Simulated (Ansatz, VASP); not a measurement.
Zn: VASP beside Ansatz

POSCAR

```
Zn
1.0
   -1.5690370000      1.5690370000      1.5690370000
    1.5690370000     -1.5690370000      1.5690370000
    1.5690370000      1.5690370000     -1.5690370000
Zn
1
Direct
    0.0000000000      0.0000000000      0.0000000000
```

The input INCAR.step1:

```
SYSTEM = Zn
ALGO = Normal
EDIFF = 1E-5
ENCUT = 600
GGA = PE
ISMEAR = -1
LASPH = .TRUE.
LCHARG = .FALSE.
LREAL = .FALSE.
LWAVE = .TRUE.
NBANDS = 12
NELM = 80
PREC = Accurate
SIGMA = 0.05
```

The input INCAR.step2:

```
SYSTEM = Zn
AEXX = 0.2
AGGAC = 0.81
AGGAX = 0.72
ALDAC = 0.19
ALGO = Normal
EDIFF = 1E-6
EDIFFG = -0.01
ENCUT = 600
GGA = B3
IBRION = 2
ISIF = 3
ISMEAR = -1
ISTART = 1
LASPH = .TRUE.
LCHARG = .FALSE.
LHFCALC = .TRUE.
LREAL = .FALSE.
LWAVE = .FALSE.
NELM = 80
NSW = 60
PREC = Accurate
PRECFOCK = Normal
SIGMA = 0.05
```

File KPOINTS:

```
k-points
0
G
  6 6 6
  0 0 0
```

File input:

```
crystal:
  lattice:
    - [-1.569037, 1.569037, 1.569037]
    - [1.569037, -1.569037, 1.569037]
    - [1.569037, 1.569037, -1.569037]
  atoms:
    - { symbol: Zn, position: [0.0, 0.0, 0.0] }
hamiltonian:
  xc: b3lyp
  pseudopotentials: { kind: paw }
kpoints:
  mp_grid: { grid: [6, 6, 6] }
scf:
  occupations: { method: fermi_dirac, width: 0.05 }
output:
  forces: true
  stress: true
  eigenvalues: true
relax:
  f_tol: 0.01
  max_steps: 40
  cell: { stress_tol: 0.05 }
```

Alike in both runs: task relaxation of cell and atoms; functional B3LYP; k mesh 6 × 6 × 6; occupations fermi-dirac, width 0.05 eV; no spin polarisation.

|  | VASP | Ansatz |
| --- | --- | --- |
| version | VASP 6.6.1 | Ansatz 0.2.0 |
| potentials or method | VASP PAW PBE potentials, release 64 (Zn) | Ansatz PAW |
| plane-wave cutoff (eV) | 600 | 420 |
| valence electrons in the cell | 12 | 12 |

|  | VASP | Ansatz | Ansatz less VASP |
| --- | --- | --- | --- |
| gap on the k mesh at the Fermi level, each at its own relaxed structure (eV) | none | none | - |
| relaxed volume (Å³/atom) | 16.36 | 16.38 | +0.025 |
| relaxed length of the cell vector where the two differ most in proportion (Å) | 2.770 | 2.771 | +0.0014 |

VASP's potentials were made for PBE, not for B3LYP. A gap of «none» marks a metal or a gap that the smearing closes.

The k mesh is coarse, so the values compare programs but aren't converged. Noted on Ansatz's run: the plane-wave basis is chosen anew once the cell has moved, so the energies of steps on either side of that aren't comparable.
